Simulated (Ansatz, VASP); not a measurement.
## Two plane-wave programs on Y2LuN3

```
Y Lu N
1.0
     3.56564    0.00000    0.00000
     0.00000    3.56564    0.00000
     0.00000    0.00000    7.85518
Y Lu N
2 1 3
Cartesian
  0.0000 1.7828 5.7941
  1.7828 0.0000 2.0611
  0.0000 0.0000 0.0000
  1.7828 1.7828 0.0000
  0.0000 1.7828 2.9742
  1.7828 0.0000 4.8810
```

Change from the starting cell: species swapped into the Zr2CuSb3 type (P-4m2, No. 115).

Alike in both runs: task single point; functional PBE; k mesh 6 × 6 × 2; occupations gaussian, width 0.1 eV; no spin polarisation.

```csv
,VASP,Ansatz
version,VASP 6.6.1,Ansatz 0.2.0
potentials or method,"VASP PAW PBE potentials, release 64 (Y_sv, Lu, N), cutoff 520 eV","scalar-relativistic, plane waves, PAW"
valence electrons in the cell,62,62
```

|  | VASP | Ansatz | Ansatz less VASP |
| --- | --- | --- | --- |
| gap on the k mesh at the Fermi level (eV) | none | none | - |
| pressure (GPa) | -10.5 | -10.6 | -0.10 |
| traceless stress, the component that is largest in VASP (GPa) | 14.03 | 14.06 | +0.032 |
| rms of the force components (eV/Å) | 2.686 | 2.678 | -0.0083 |

Atom by atom the forces differ by 0.009 eV/Å (rms over components). A gap of «none» marks a metal or a gap that the smearing closes.

The k mesh is coarse, so the values compare programs but aren't converged. Spin-orbit coupling is off throughout.
